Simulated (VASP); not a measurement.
Set up this calculation in VASP 6.6.1, as the native input.

| Property | Result |
| --- | --- |
| Task | relaxation of the atoms |
| Functional | PBE |
| Potentials or basis | VASP PAW PBE potentials, release 64 (N, Ti_sv, F) |
| Cutoff | 520 eV |
| k mesh | 9 × 9 × 1 |
| Occupations | gaussian, width 0.1 eV |
| Spin | no spin polarisation |
| Dipole correction | yes |
| Atoms held fixed (from 0) | [0, 1, 2, 3, 4, 5] |
| Further INCAR settings | ALGO = Normal; EDIFF = 1e-07; IBRION = 2; EDIFFG = -0.025; NSW = 36 |
| Atoms held along some axes (from 0) | atom 6 along a and b |

The structure of Ti3N3F lies in POSCAR:

```
Ti3N3F
1.0
    3.0028555063      0.0000000000      0.0000000000
   -1.5014277532      2.6005491524      0.0000000000
    0.0000000000      0.0000000000     21.5541471841
N Ti F
3 3 1
Selective dynamics
Direct
    0.3333333333      0.6666666667      0.1855791355  F F F
    0.0000000000      0.0000000000      0.2993308526  F F F
    0.6666666667      0.3333333333      0.4147299353  F F F
    0.6666666667      0.3333333333      0.2424549941  F F F
    0.3333333333      0.6666666667      0.3575097830  F F F
    0.0000000000      0.0000000000      0.4664599856  F F F
    0.0000000000      0.1666666667      0.5457665596  F F T
```

These files were run (other wordings do the same):

INCAR

```
SYSTEM = Ti3N3F
PREC = Accurate
ENCUT = 520
EDIFF = 1E-7
ISMEAR = 0
SIGMA = 0.1
LREAL = .False.
LASPH = .True.
NELM = 80
ALGO = Normal
ISIF = 2
LWAVE = .False.
LCHARG = .False.
LDIPOL = .True.
IDIPOL = 3
DIPOL = 0.5 0.5 0.359
GGA = PE
IBRION = 2
NSW = 36
EDIFFG = -0.025
KPAR = 4
```

KPOINTS

```
regular mesh
0
Gamma
  9 9 1
  0 0 0
```

Potentials or basis: VASP PAW PBE potentials, release 64 (N, Ti_sv, F).

The run is started by

```console
$ cat potpaw_PBE.64/N/POTCAR potpaw_PBE.64/Ti_sv/POTCAR potpaw_PBE.64/F/POTCAR > POTCAR
$ mpirun -np 4 vasp_std > vasp.out
```

It gave:

```yaml
Energy_gained_by_relaxing: 0.4 meV/atom
Ionic_steps: 3
Band_gap_on_the_k_mesh: zero (bands 29 and 30 overlap by 0.15 eV)
```

Run time: 5.7 min on 4 MPI ranks on AMD EPYC 7R43 64-Core Processor (Zen 3), with other jobs on the host, peak memory 0.44 GiB a rank.
